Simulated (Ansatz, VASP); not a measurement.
**One calculation of Au, two programs**

```
CELL_PARAMETERS angstrom
-1.68488 1.68488 1.68488
1.68488 -1.68488 1.68488
1.68488 1.68488 -1.68488
ATOMIC_POSITIONS crystal
Au 0.00000 0.00000 0.00000
```

Alike in both runs: task single point; functional revPBE; k mesh 15 × 15 × 15; occupations fermi-dirac, width 0.1 eV; no spin polarisation.

```csv
,VASP,Ansatz
version,VASP 6.6.1,Ansatz 0.2.0
potentials or method,"VASP PAW PBE potentials, release 64 (Au), cutoff 520 eV","plane waves (420 eV) with PAW, scalar-relativistic"
valence electrons in the cell,11,19
```

```tsv
	VASP	Ansatz	Ansatz less VASP
pressure (GPa)	-4.2	-4.1	+0.15
```

VASP's potentials were made for PBE, not for revPBE. With one functional, cell and mesh, what is left measures potentials, basis and numerics. VASP's potentials hold 11 valence electrons a cell and Ansatz's 19, so a difference there can come from the potentials and not from the codes.

Spin-orbit coupling is off throughout.
